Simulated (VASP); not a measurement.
# Si2W (I4/mmm) in VASP: elastic constants with PBEsol

Aim: the elastic constants of Si2W with PBEsol.

All numbers are computed with VASP 6.6.1; they aren't measurements. Logs are shortened: lines on timing, memory, paths and dates and some standing lists are left out, and cuts for length are marked.

### 1 The cell of the first run

It takes space group I4/mmm (No. 139, tetragonal). The conventional cell has a = 3.214 Å, b = 3.214 Å, c = 7.830 Å, α = 90.00°, β = 90.00°, γ = 90.00°. W (site symmetry 4/mmm) has 10 Si at 2.62 Å and 4 W at 3.21 Å within 3.4 Å. Si (site symmetry 4mm) has 9 Si at 2.59 to 3.21 Å and 5 W at 2.62 Å within 3.4 Å.

### 2 Elastic constants, PBEsol

Input file INCAR:

```
PREC = Accurate ; ENCUT = 600
EDIFF = 1E-8 ; ISMEAR = -1
SIGMA = 0.05 ; LREAL = F
LASPH = T ; NELM = 60
ALGO = Normal ; ISIF = 3
LWAVE = F ; LCHARG = T
GGA = PS ; NBANDS = 18
IBRION = 6 ; NFREE = 2
POTIM = 0.015 ; NSW = 1
```

Input file KPOINTS:

```
regular mesh
0
Gamma
  10 10 10
```

Input file POSCAR:

```
Si2W
1.0
   -1.6069000000      1.6069000000      3.9149500000
    1.6069000000     -1.6069000000      3.9149500000
    1.6069000000      1.6069000000     -3.9149500000
W Si
1 2
Direct
    0.0000000000      0.0000000000      0.0000000000
    0.6653000000      0.6653000000      0.0000000000
    0.3347000000      0.3347000000      0.0000000000
```

Potentials or basis: VASP PAW PBE potentials, release 64 (W_sv, Si).

On the command line:

```
$ cat potpaw_PBE.64/W_sv/POTCAR potpaw_PBE.64/Si/POTCAR > POTCAR
$ mpirun -np 1 vasp_std > vasp.out
```

OUTCAR:

```text
PREC = Accurate
   ENCUT = 600
   EDIFF = 1E-8
   ISMEAR = -1
   LREAL = F
   LASPH = T
   NELM = 60
   ISIF = 3
   GGA = PS
   IBRION = 6
   NFREE = 2
   POTIM = 0.015
   NSW = 1

 ion  position               nearest neighbor table
   1  0.000  0.000  0.000-   2 2.62   2 2.62   2 2.62   3 2.62   2 2.62   3 2.62   3 2.62   3 2.62
                             2 2.62   3 2.62
   2  0.665  0.665  0.000-   3 2.59   1 2.62   1 2.62   1 2.62   1 2.62   1 2.62   3 2.63   3 2.63
                             3 2.63   3 2.63
   3  0.335  0.335  0.000-   2 2.59   1 2.62   1 2.62   1 2.62   1 2.62   1 2.62   2 2.63   2 2.63
                             2 2.63   2 2.63

  LATTYP: Found a body centered tetragonal cell.
 ALAT       =     3.2138000000
 C/A-ratio  =     2.4363370465

  Lattice vectors:

 A1 = (  -1.6069000000,   1.6069000000,   3.9149500000)
 A2 = (   1.6069000000,  -1.6069000000,   3.9149500000)
 A3 = (   1.6069000000,   1.6069000000,  -3.9149500000)

Analysis of symmetry for initial positions (statically):
=====================================================================
 Subroutine PRICEL returns:
 Original cell was already a primitive cell.

 Routine SETGRP: Setting up the symmetry group for a
 body centered tetragonal supercell.

 Subroutine GETGRP returns: Found 16 space group operations
 (whereof 16 operations were pure point group operations)
 out of a pool of 16 trial point group operations.

The static configuration has the point symmetry D_4h.

Analysis of symmetry for dynamics (positions and initial velocities):
=====================================================================
 Subroutine PRICEL returns:
 Original cell was already a primitive cell.

 Routine SETGRP: Setting up the symmetry group for a
 body centered tetragonal supercell.

[... 364 lines left out ...]
      5      -2.2046      2.00000
      6       4.9733      2.00000
[... 481 lines left out ...]
      5       2.1056      2.00000
      6       3.1860      2.00000
[... 10 lines left out ...]
     17      19.1043      0.00000
     18      20.8328      0.00000

 [... further k-points ...]

------------------------ aborting loop because EDIFF is reached ----------------------------------------

  FORCE on cell =-STRESS in cart. coord.  units (eV):
  Direction    XX          YY          ZZ          XY          YZ          ZX
  --------------------------------------------------------------------------------------
  -------------------------------------------------------------------------------------
  Total       -0.3856442     -0.3856442     -0.3041849      0.0000000      0.0000000      0.0000000
  in kB      -15.2803564    -15.2803564    -12.0526981      0.0000000      0.0000000      0.0000000
  external PRESSURE =     -14.2044703 kB  Pullay stress =       0.0000000 kB
[... 18 lines left out ...]
  FREE ENERGIE OF THE ION-ELECTRON SYSTEM (eV)
  ---------------------------------------------------
  free  energy   TOTEN  =       -26.6355300620 eV

  energy  without entropy=      -26.6325029718  energy(sigma->0) =      -26.63401652

 INTERNAL STRAIN TENSORS FROM STRAINED CELLS
 ============================================

 INTERNAL STRAIN TENSOR FOR ION    1 for displacements in x,y,z  (eV/Angst):
          X           Y           Z          XY          YZ          ZX
  --------------------------------------------------------------------------------
  x     0.00000    -0.00000    -0.00000    -0.00000    -0.00000     0.00000
  y     0.00000    -0.00000    -0.00000    -0.00000    -0.00000     0.00000
  z     0.00000    -0.00000    -0.00000     0.00000    -0.00000    -0.00000

 INTERNAL STRAIN TENSORS FROM DISPLACED ATOMS
 ============================================

 INTERNAL STRAIN TENSOR FOR ION    1 for displacements in x,y,z  (eV/Angst):
          X           Y           Z          XY          YZ          ZX
  --------------------------------------------------------------------------------
  x     0.00000     0.00000     0.00000     0.00000     0.00000     0.00000
  y     0.00000     0.00000     0.00000     0.00000     0.00000     0.00000
  z     0.00000     0.00000     0.00000     0.00000     0.00000     0.00000

 INTERNAL STRAIN TENSOR FOR ION    3 for displacements in x,y,z  (eV/Angst):
          X           Y           Z          XY          YZ          ZX
  --------------------------------------------------------------------------------
  x     0.00000     0.00000     0.00000     0.00000     0.00000     1.38741
  y     0.00000    -0.00000    -0.00000     0.00000     1.38741     0.00000
  z     2.76159     2.76159     2.61304     0.00000     0.00000     0.00000

 Eigenvectors and eigenvalues of the dynamical matrix
 ----------------------------------------------------

   1 f  =   13.037466 THz    81.916817 2PiTHz  434.883066 cm-1    53.918604 meV
             X         Y         Z           dx          dy          dz
      0.000000  0.000000  0.000000    -0.000000   -0.000000   -0.000000
      0.000000  0.000000  5.209232    -0.000000   -0.000000    0.707107
      0.000000  0.000000  2.620668     0.000000    0.000000   -0.707107
[... 43 lines left out ...]
   9 f/i=    0.000585 THz     0.003677 2PiTHz    0.019521 cm-1     0.002420 meV
             X         Y         Z           dx          dy          dz
      0.000000  0.000000  0.000000     0.844429    0.229897   -0.000000
      0.000000  0.000000  5.209232     0.330101    0.089870   -0.000000
      0.000000  0.000000  2.620668     0.330101    0.089870   -0.000000

--------------------------------------------------------------------------------------------------------

 ELASTIC MODULI CONTR FROM IONIC RELAXATION (kBar)
 Direction    XX          YY          ZZ          XY          YZ          ZX
 --------------------------------------------------------------------------------
 XX         -30.9410    -30.9410    -29.2766      0.0000      0.0000     -0.0000
 YY         -30.9410    -30.9410    -29.2766      0.0000      0.0000     -0.0000
 ZZ         -29.2766    -29.2766    -27.7018      0.0000      0.0000     -0.0000
 XY           0.0000      0.0000      0.0000      0.0000      0.0000      0.0000
 YZ           0.0000      0.0000      0.0000      0.0000    -13.1847     -0.0000
 ZX          -0.0000     -0.0000     -0.0000      0.0000     -0.0000    -13.1847
 --------------------------------------------------------------------------------

 TOTAL ELASTIC MODULI (kBar)
 Direction    XX          YY          ZZ          XY          YZ          ZX
 --------------------------------------------------------------------------------
 XX        4245.0465   1266.7091    997.9306     -0.0000      0.0000     -0.0000
 YY        1266.7091   4245.0465    997.9306     -0.0000      0.0000     -0.0000
 ZZ         997.9306    997.9306   5464.9153      0.0000      0.0000     -0.0000
 XY          -0.0000     -0.0000      0.0000   2060.2940      0.0000      0.0000
 YZ           0.0000      0.0000      0.0000      0.0000   2057.8595     -0.0000
 ZX          -0.0000     -0.0000     -0.0000      0.0000     -0.0000   2057.8594
 --------------------------------------------------------------------------------
```

OSZICAR:

```text
N       E                     dE             d eps       ncg     rms          rms(c)
DAV:   1     0.138681858279E+03    0.13868E+03   -0.11812E+04  3672   0.137E+03
DAV:   2    -0.225074800081E+02   -0.16119E+03   -0.15746E+03  4192   0.342E+02
DAV:   3    -0.274790985072E+02   -0.49716E+01   -0.49061E+01  4670   0.526E+01
DAV:   4    -0.275209825325E+02   -0.41884E-01   -0.41846E-01  4358   0.517E+00
[... 251 lines left out ...]
DAV:   4    -0.266355300879E+02    0.22094E-05   -0.29235E-05  4412   0.377E-02    0.215E-02
DAV:   5    -0.266355301017E+02   -0.13779E-07   -0.27076E-06  4346   0.149E-02    0.568E-03
DAV:   6    -0.266355300777E+02    0.24014E-07   -0.20143E-07  4196   0.346E-03    0.156E-03
DAV:   7    -0.266355300657E+02    0.11964E-07   -0.35552E-08  4218   0.111E-03    0.397E-04
DAV:   8    -0.266355300620E+02    0.37021E-08   -0.37756E-09  2034   0.416E-04
  21 F= -.26635530E+02 E0= -.26634017E+02  d E =-.302709E-02
```

Wall time 1.8 h (1 thread of Oxide Virtual Turin-like, shared host); peak memory 0.51 GiB.

What came out:

```yaml
Voigt_bulk_modulus: 228 GPa
Highest_phonon_frequency_at_Γ: 435 cm⁻¹
```

Phonon frequencies in cm⁻¹ (negative: imaginary):
```
              q point                    frequencies
(0.000, 0.000, 0.000)  0 0 0 258 258 301 335 335 435
```

Elastic tensor in Voigt notation (GPa, in the Cartesian axes of the cell as first typed):
```
425 127 100   0   0   0
127 425 100   0   0   0
100 100 546   0   0   0
  0   0   0 206   0   0
  0   0   0   0 206   0
  0   0   0   0   0 206
```

Clamped-ion elastic tensor (GPa):
```
428 130 103   0   0   0
130 428 103   0   0   0
103 103 549   0   0   0
  0   0   0 207   0   0
  0   0   0   0 207   0
  0   0   0   0   0 206
```

Caveat: the cell is under stress, which shifts elastic constants; the PAW data sets were made with another functional, which shifts forces and pressure a little; spin-orbit coupling is left out, which moves the levels of the heavy elements.
